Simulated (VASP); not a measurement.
TlCu, 2 atoms in the cell. The cell holds a sheet with vacuum, 2 atoms: a = 4.680 Å, b = 4.680 Å, c = 14.000 Å, α = 90.00°, β = 90.00°, γ = 120.00°. The cell was built from a structure type or drawn by symmetry, and may not be a known phase.

| Property | Result |
| --- | --- |
| Program | VASP 6.6.1 |
| Task | single point |
| Functional | PBE |
| Potentials or basis | VASP PAW PBE potentials, release 64 (Tl_d, Cu) |
| Cutoff | 520 eV |
| k mesh | 6 × 6 × 1 |
| Occupations | gaussian, width 0.1 eV |
| Spin | no spin polarisation |
| Dipole correction | yes |
| Further INCAR settings | ALGO = Normal; EDIFF = 1e-06; NBANDS = 19 |

Potentials or basis: VASP PAW PBE potentials, release 64 (Tl_d, Cu).

Command:

```bash
$ cat potpaw_PBE.64/Tl_d/POTCAR potpaw_PBE.64/Cu/POTCAR > POTCAR
$ mpirun -np 1 vasp_std > vasp.out
```

Hardware: 1 thread of Intel Xeon 8259CL (shared host).

Question: How long does it take, and how much memory?

Answer: Run time: 81 s on 1 thread of Intel Xeon 8259CL (shared host), peak memory 0.36 GiB. Counts: scf iterations 19, k points 7.
